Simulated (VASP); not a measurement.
# Mo: single point with r2SCAN

Mo:

```
Mo
1.0
    -1.57642    1.57642    1.57642
     1.57642   -1.57642    1.57642
     1.57642    1.57642   -1.57642
Mo
1
Direct
  0.00000 0.00000 0.00000
```

- Program: VASP 6.6.1
- Task: single point
- Functional: r2SCAN
- Potentials or basis: VASP PAW PBE potentials, release 64 (Mo_sv)
- Cutoff: 520 eV
- k mesh: 14 × 14 × 14
- Occupations: methfessel-paxton, width 0.3 eV
- Spin: no spin polarisation

```yaml
Pressure: 1.2 GPa
Band_gap_on_the_k_mesh: zero (band 7 reaches 16.63 eV, above the bottom of band 8 at 11.08 eV)
```

Levels at points of the mesh, in eV from the Fermi level:
| k point | band 5 | band 6 | band 7 | band 8 | band 9 | band 10 |
| --- | --- | --- | --- | --- | --- | --- |
| (0.00, 0.00, 0.00) | -7.70 | -1.47 | -1.47 | -1.47 | 1.86 | 1.86 |
| (0.50, 0.00, 0.00) | -5.63 | -3.62 | 1.53 | 1.83 | 2.53 | 4.86 |
| (0.50, 0.50, 0.50) | -5.68 | -5.68 | 4.07 | 4.07 | 4.07 | 9.41 |

It took 2.3 min on 1 thread of AMD EPYC 7R13, with other jobs on the host, peak memory 0.11 GiB.

Caveat: the PAW data sets were made with another functional, which shifts forces and pressure a little.
